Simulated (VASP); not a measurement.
# CsI (Pm-3m) in VASP: a series of runs

Runs on CsI. Level: PBEsol. Tasks: electric field gradients, vibrations by perturbation theory.

All numbers are computed with VASP 6.6.1; they aren't measurements. Logs are shortened: lines on timing, memory, paths and dates and some standing lists are left out, and cuts for length are marked.

### Step 1. The cell of the first run

Symmetry: Pm-3m, No. 221, cubic system. Conventional cell: a = 4.507 Å, b = 4.507 Å, c = 4.507 Å, α = 90.00°, β = 90.00°, γ = 90.00°. Within 5.1 Å of Cs (site symmetry m-3m) lie 8 I at 3.90 Å and 6 Cs at 4.51 Å. Within 5.1 Å of I (site symmetry m-3m) lie 8 Cs at 3.90 Å and 6 I at 4.51 Å.

### Step 2. Electric field gradients, PBEsol

INCAR

```
SYSTEM = CsI
PREC = Accurate
ENCUT = 400
EDIFF = 1E-8
ISMEAR = 0
SIGMA = 0.05
LREAL = .FALSE.
LASPH = .TRUE.
NELM = 120
ALGO = Normal
ISIF = 2
LWAVE = .FALSE.
LCHARG = .FALSE.
GGA = PS
LEFG = .TRUE.
NBANDS = 15
GGA_COMPAT = .FALSE.
```

KPOINTS

```
regular mesh
0
G
  8 8 8
  0 0 0
```

POSCAR

```
CsI
1.0
    4.5070779636      0.0000000000      0.0000000000
    0.0000000000      4.5070779636      0.0000000000
    0.0000000000      0.0000000000      4.5070779636
Cs I
1 1
Direct
    0.0000000000      0.0000000000      0.0000000000
    0.5000000000      0.5000000000      0.5000000000
```

Potentials or basis: VASP PAW PBE potentials, release 64 (Cs_sv, I).

On the command line:

```console
> cat potpaw_PBE.64/Cs_sv/POTCAR potpaw_PBE.64/I/POTCAR > POTCAR
> mpirun -np 1 vasp_std > vasp.out
```

OUTCAR:

```text
SYSTEM = CsI
   PREC = Accurate
   ENCUT = 400
   EDIFF = 1E-8
   ISMEAR = 0
   LREAL = .FALSE.
   LASPH = .TRUE.
   NELM = 120
   ISIF = 2
   GGA = PS

 ion  position               nearest neighbor table
   1  0.000  0.000  0.000-
   2  0.500  0.500  0.500-

  LATTYP: Found a simple cubic cell.
 ALAT       =     4.5070779636

  Lattice vectors:

 A1 = (   4.5070779636,   0.0000000000,   0.0000000000)
 A2 = (   0.0000000000,   4.5070779636,   0.0000000000)
 A3 = (   0.0000000000,   0.0000000000,   4.5070779636)

Analysis of symmetry for initial positions (statically):
=====================================================================
 Subroutine PRICEL returns:
 Original cell was already a primitive cell.

 Routine SETGRP: Setting up the symmetry group for a
 simple cubic supercell.

 Subroutine GETGRP returns: Found 48 space group operations
 (whereof 48 operations were pure point group operations)
 out of a pool of 48 trial point group operations.

The static configuration has the point symmetry O_h .

Analysis of symmetry for dynamics (positions and initial velocities):
=====================================================================
 Subroutine PRICEL returns:
 Original cell was already a primitive cell.

 Routine SETGRP: Setting up the symmetry group for a
 simple cubic supercell.

 Subroutine GETGRP returns: Found 48 space group operations
 (whereof 48 operations were pure point group operations)
 out of a pool of 48 trial point group operations.

The dynamic configuration has the point symmetry O_h .

 Subroutine INISYM returns: Found 48 space group operations
 (whereof 48 operations are pure point group operations),
 and found     1 'primitive' translations

----------------------------------------------------------------------------------------

                                     Primitive cell

  volume of cell :      91.5557

  direct lattice vectors                    reciprocal lattice vectors
     4.507077964  0.000000000  0.000000000     0.221873242  0.000000000  0.000000000
     0.000000000  4.507077964  0.000000000     0.000000000  0.221873242  0.000000000
     0.000000000  0.000000000  4.507077964     0.000000000  0.000000000  0.221873242

  length of vectors
     4.507077964  4.507077964  4.507077964     0.221873242  0.221873242  0.221873242

  position of ions in fractional coordinates (direct lattice)
     0.000000000  0.000000000  0.000000000
[... 126 lines left out ...]

 E-fermi :   1.1778     XC(G=0):  -8.1257

 val. band max:        0.9373396553   @ k =   0.5000   0.5000   0.0000
 cond. band min:       4.7687457845   @ k =   0.0000   0.0000   0.0000
 fundamental gap:      3.8314061293
 Fermi energy:         1.1778377916

 k-point     1 :       0.0000    0.0000    0.0000
  band No.  band energies     occupation
      1     -19.3760      2.00000
      2      -9.8204      2.00000
      3      -6.0547      2.00000
      4      -6.0547      2.00000
      5      -6.0547      2.00000
      6       0.8542      2.00000
      7       0.8542      2.00000
      8       0.8542      2.00000
      9       4.7687      0.00000
     10       4.9484      0.00000
     11       4.9484      0.00000
     12       8.7632      0.00000
     13       8.7632      0.00000
     14       8.7632      0.00000
[... 401 lines left out ...]
      2      -9.6468      2.00000
      3      -6.4253      2.00000
      4      -6.3963      2.00000
      5      -6.0038      2.00000
      6      -0.1314      2.00000
      7       0.0240      2.00000
      8       0.6630      2.00000
      9       5.5453      0.00000
     10       6.2986      0.00000
     11       7.1618      0.00000
     12       7.3286      0.00000
     13       9.2328      0.00000
     14      10.2215      0.00000
     15      10.6494      0.00000

 [... further k-points ...]
[... 5 lines left out ...]
  --------------------------------------------------------------------------------------
  -------------------------------------------------------------------------------------
  Total        0.0238229      0.0238229      0.0238229      0.0000000     -0.0000000      0.0000000
  in kB        0.4168884      0.4168884      0.4168884      0.0000000     -0.0000000      0.0000000
  external PRESSURE =       0.4168884 kB  Pullay stress =       0.0000000 kB

 VOLUME and BASIS-vectors are now :
 -----------------------------------------------------------------------------
  energy-cutoff  :      400.00
  volume of cell :       91.56
      direct lattice vectors                 reciprocal lattice vectors
     4.507077964  0.000000000  0.000000000     0.221873242  0.000000000  0.000000000
     0.000000000  4.507077964  0.000000000     0.000000000  0.221873242  0.000000000
     0.000000000  0.000000000  4.507077964     0.000000000  0.000000000  0.221873242

 POSITION                                       TOTAL-FORCE (eV/Angst)
 -----------------------------------------------------------------------------------
      0.00000      0.00000      0.00000         0.000000      0.000000      0.000000
      2.25354      2.25354      2.25354         0.000000      0.000000      0.000000
 -----------------------------------------------------------------------------------
    total drift:                                0.000000     -0.000000     -0.000000

  FREE ENERGIE OF THE ION-ELECTRON SYSTEM (eV)
  ---------------------------------------------------
  free  energy   TOTEN  =        -5.7749393781 eV

  energy  without entropy=       -5.7749393781  energy(sigma->0) =       -5.77493938

 Electric field gradients (V/A^2)
---------------------------------------------------------------------
 ion       V_xx      V_yy      V_zz      V_xy      V_xz      V_yz
---------------------------------------------------------------------
   1       0.000     0.000    -0.000    -0.000     0.000    -0.000
   2       0.000     0.000     0.000    -0.000    -0.000    -0.000
---------------------------------------------------------------------

 Electric field gradients after diagonalization (V/A^2)
 (convention: |V_zz| > |V_xx| > |V_yy|)
----------------------------------------------------------------------
 ion       V_xx      V_yy      V_zz     asymmetry (V_yy - V_xx)/ V_zz
----------------------------------------------------------------------
   1       0.000     0.000    -0.000       0.141
   2       0.000     0.000     0.000      -0.102
----------------------------------------------------------------------

           NMR quadrupolar parameters

 Cq : quadrupolar parameter    Cq=e*Q*V_zz/h
 eta: asymmetry parameters     (V_yy - V_xx)/ V_zz
 Q  : nuclear electric quadrupole moment in mb (millibarn)
----------------------------------------------------------------------
 ion       Cq(MHz)       eta       Q (mb)
----------------------------------------------------------------------
   1      -0.000       0.141       1.000
   2       0.000      -0.102       1.000
----------------------------------------------------------------------
```

Wall time 30 s (1 thread of Intel Xeon Platinum 8259CL at 2.50GHz (Skylake/Cascade Lake), shared host); peak memory 0.18 GiB.

Results:

| Property | Result |
| --- | --- |
| Free energy | -5.7749 eV |
| Pressure | 0.0 GPa |
| Band gap on the k mesh | 3.83 eV (least direct gap 3.91 eV) |
| Largest electric field gradient by atom | under 0.05 V/Å² on every atom |

Caveat: the PAW data sets were made with another functional, which shifts forces and pressure a little; spin-orbit coupling is left out, which moves the levels of the heavy elements. A k mesh can miss the band edges.

### Step 3. Vibrations by perturbation theory, PBEsol

INCAR

```
SYSTEM = CsI
  PREC = Accurate
  ENCUT = 500
  EDIFF = 1E-8
  ISMEAR = 0
  SIGMA = 0.05
  LREAL = .FALSE.
  LASPH = .TRUE.
  NELM = 120
  ALGO = Normal
  ISIF = 2
  LWAVE = .FALSE.
  LCHARG = .TRUE.
  GGA = PS
  IBRION = 8
  NSW = 1
  GGA_COMPAT = .FALSE.
```

KPOINTS

```
regular mesh
0
G
  6 6 6
  0 0 0
```

POSCAR is that of step 2.

Potentials or basis: VASP PAW PBE potentials, release 64 (Cs_sv, I).

On the command line:

```console
> cat potpaw_PBE.64/Cs_sv/POTCAR potpaw_PBE.64/I/POTCAR > POTCAR
> mpirun -np 1 vasp_std > vasp.out
```

OUTCAR:

```text
SYSTEM = CsI
   PREC = Accurate
   ENCUT = 500
   EDIFF = 1E-8
   ISMEAR = 0
   LREAL = .FALSE.
   LASPH = .TRUE.
   NELM = 120
   ISIF = 2
   GGA = PS
   IBRION = 8
   NSW = 1

 ion  position               nearest neighbor table
   1  0.000  0.000  0.000-
   2  0.500  0.500  0.500-

  LATTYP: Found a simple cubic cell.
 ALAT       =     4.5070779636

[... 548 lines left out ...]

 SECOND DERIVATIVES (NOT SYMMETRIZED)
 ------------------------------------
               1X          1Y          1Z          2X          2Y          2Z
  1X    -0.821159    0.000000    0.000000    0.821159   -0.000000   -0.000000
  1Y     0.000000   -0.821159   -0.000000   -0.000000    0.821159    0.000000
  1Z     0.000000    0.000000   -0.821159   -0.000000   -0.000000    0.821159
  2X     0.831943    0.000000   -0.000000   -0.831943   -0.000000    0.000000
  2Y     0.000000    0.831943   -0.000000   -0.000000   -0.831943    0.000000
  2Z     0.000000    0.000000    0.831943   -0.000000   -0.000000   -0.831943

 Eigenvectors and eigenvalues of the dynamical matrix
 ----------------------------------------------------

   1 f  =    1.764182 THz    11.084682 2PiTHz   58.846777 cm-1     7.296067 meV
             X         Y         Z           dx          dy          dz
      0.000000  0.000000  0.000000     0.696564   -0.000000    0.000000
      2.253539  2.253539  2.253539    -0.717495    0.000000    0.000000
[... 21 lines left out ...]
   6 f/i=    0.005752 THz     0.036140 2PiTHz    0.191862 cm-1     0.023788 meV
             X         Y         Z           dx          dy          dz
      0.000000  0.000000  0.000000     0.040712    0.716339   -0.000000
      2.253539  2.253539  2.253539     0.039524    0.695442    0.000000

--------------------------------------------------------------------------------------------------------

 ELASTIC MODULI CONTR FROM IONIC RELAXATION (kBar)
 Direction    XX          YY          ZZ          XY          YZ          ZX
 --------------------------------------------------------------------------------
 XX           0.0000      0.0000      0.0000      0.0000      0.0000      0.0000
 YY           0.0000      0.0000      0.0000      0.0000      0.0000      0.0000
 ZZ           0.0000      0.0000      0.0000      0.0000      0.0000      0.0000
 XY           0.0000      0.0000      0.0000      0.0000      0.0000      0.0000
 YZ           0.0000      0.0000      0.0000      0.0000      0.0000      0.0000
 ZX           0.0000      0.0000      0.0000      0.0000      0.0000      0.0000
 --------------------------------------------------------------------------------
```

Wall time 2 min (1 thread of Intel Xeon Platinum 8259CL at 2.50GHz (Skylake/Cascade Lake), shared host); peak memory 0.3 GiB.

Results:

- Highest phonon frequency at Γ, LO-TO splitting left out: 59 cm⁻¹

Phonon frequencies in cm⁻¹ (negative: imaginary):
```tsv
q point	frequencies
(0.000, 0.000, 0.000)	0 0 0 59 59 59
```

Caveat: the PAW data sets were made with another functional, which shifts forces and pressure a little; spin-orbit coupling is left out, which moves the levels of the heavy elements.

### Step 4. Vibrations by perturbation theory, PBEsol

INCAR

```
  ALGO = Normal
  EDIFF = 1E-8
  ENCUT = 500
  GGA = PS
  GGA_COMPAT = False
  IBRION = 8
  ISIF = 2
  ISMEAR = 0
  LASPH = True
  LCHARG = False
  LEPSILON = True
  LREAL = False
  LWAVE = False
  NELM = 120
  NSW = 1
  PREC = Accurate
  SIGMA = 0.01
```

KPOINTS

```
k-points
0
Gamma
  8 8 8
```

POSCAR is that of step 3.

Potentials or basis: VASP PAW PBE potentials, release 64 (Cs_sv, I).

On the command line:

```console
> cat potpaw_PBE.64/Cs_sv/POTCAR potpaw_PBE.64/I/POTCAR > POTCAR
> mpirun -np 1 vasp_std > vasp.out
```

OUTCAR:

```text
EDIFF = 1E-8
   ENCUT = 500
   GGA = PS
   IBRION = 8
   ISIF = 2
   ISMEAR = 0
   LASPH = True
   LEPSILON = True
   LREAL = False
   NELM = 120
   NSW = 1
   PREC = Accurate

 ion  position               nearest neighbor table
   1  0.000  0.000  0.000-
   2  0.500  0.500  0.500-

  LATTYP: Found a simple cubic cell.
 ALAT       =     4.5070779636

  Lattice vectors:

[... 685 lines left out ...]
      0.000000  0.000000  0.000000    -0.696100    0.019423    0.019468
      2.253539  2.253539  2.253539     0.716859   -0.020002   -0.020048
[... 21 lines left out ...]
   6 f/i=    0.005560 THz     0.034934 2PiTHz    0.185458 cm-1     0.022994 meV
             X         Y         Z           dx          dy          dz
      0.000000  0.000000  0.000000     0.230801    0.138691   -0.664970
      2.253539  2.253539  2.253539     0.224117    0.134675   -0.645713

--------------------------------------------------------------------------------------------------------

 MACROSCOPIC STATIC DIELECTRIC TENSOR IONIC CONTRIBUTION
 ------------------------------------------------------
           4.162574    -0.000000    -0.000000
          -0.000000     4.162574    -0.000000
          -0.000000    -0.000000     4.162574
 ------------------------------------------------------

 ELASTIC MODULI CONTR FROM IONIC RELAXATION (kBar)
 Direction    XX          YY          ZZ          XY          YZ          ZX
 --------------------------------------------------------------------------------
 XX           0.0000      0.0000      0.0000      0.0000      0.0000      0.0000
 YY           0.0000      0.0000      0.0000      0.0000      0.0000      0.0000
 ZZ           0.0000      0.0000      0.0000      0.0000      0.0000      0.0000
 XY           0.0000      0.0000      0.0000      0.0000      0.0000      0.0000
 YZ           0.0000      0.0000      0.0000      0.0000      0.0000      0.0000
 ZX           0.0000      0.0000      0.0000      0.0000      0.0000      0.0000
 --------------------------------------------------------------------------------

 PIEZOELECTRIC TENSOR IONIC CONTR  for field in x, y, z        (C/m^2)
          XX          YY          ZZ          XY          YZ          ZX
  --------------------------------------------------------------------------------
  x     0.00000     0.00000     0.00000     0.00000     0.00000     0.00000
  y     0.00000     0.00000     0.00000     0.00000     0.00000     0.00000
  z     0.00000     0.00000     0.00000     0.00000     0.00000     0.00000
```

OSZICAR:

```text
N       E                     dE             d eps       ncg     rms          rms(c)
DAV:   1     0.908570967450E+02    0.90857E+02   -0.62658E+03   840   0.108E+03
DAV:   2     0.137750613470E+01   -0.89480E+02   -0.84524E+02  1240   0.166E+02
DAV:   3    -0.580544295931E+01   -0.71829E+01   -0.71626E+01  1056   0.546E+01
DAV:   4    -0.590336434964E+01   -0.97921E-01   -0.97903E-01  1004   0.789E+00
[... 173 lines left out ...]
RMM:  11    -0.866811322630E-01   -0.15622E-06    0.17312E-07  3337   0.476E-05    0.624E-06
RMM:  12    -0.866811281408E-01    0.41222E-08    0.20309E-07  2964   0.308E-05    0.332E-06
RMM:  13    -0.866811209855E-01    0.71553E-08    0.19561E-07  2564   0.296E-05    0.726E-07
RMM:  14    -0.866811152481E-01    0.57375E-08    0.18215E-07  1892   0.291E-05    0.822E-08
 Linear response finished
```

stdout:

```text
POSCAR found type information on POSCAR CsI
 POSCAR found :  2 types and       2 ions
 scaLAPACK will be used
 -----------------------------------------------------------------------------
|                                                                             |
|                                                                             |
[... 39 lines left out ...]
 first order change of Fermi-energy   0.38747E-03
 force on displaced ion       1 direction 1 :  -0.822  -0.000   0.000
 Born effective charge ion    1 direction 1 :   1.320   0.000   0.000
 Linear response progress:
 first order change of Fermi-energy   0.21533E-03
 force on displaced ion       2 direction 1 :  -0.832  -0.000   0.000
 Born effective charge ion    2 direction 1 :  -1.320   0.000   0.000
 Born effective charges drift removed
 Linear response finished
```

It took 8.3 min on 1 thread of Intel Xeon Platinum 8259CL at 2.50GHz (Skylake/Cascade Lake), shared host; peak memory 0.39 GiB.

What came out:

```
Electronic dielectric tensor (diagonal)                 : 3.50
Born charges (mean of the diagonal)                     : Cs +1.32; I -1.32 e
Highest phonon frequency at Γ, LO-TO splitting left out : 59 cm⁻¹
```

Phonon frequencies in cm⁻¹ (negative: imaginary):
| q point | frequencies |
| --- | --- |
| (0.000, 0.000, 0.000) | 0 0 0 59 59 59 |

Electronic dielectric tensor:
```
3.50 0.00 0.00
0.00 3.50 0.00
0.00 0.00 3.50
```

Born effective charge tensors (e):
atom 1, Cs
```
1.32 0.00 0.00
0.00 1.32 0.00
0.00 0.00 1.32
```
atom 2, I
```
-1.32  0.00  0.00
 0.00 -1.32  0.00
 0.00  0.00 -1.32
```

Caveat: the PAW data sets were made with another functional, which shifts forces and pressure a little; spin-orbit coupling is left out, which moves the levels of the heavy elements.
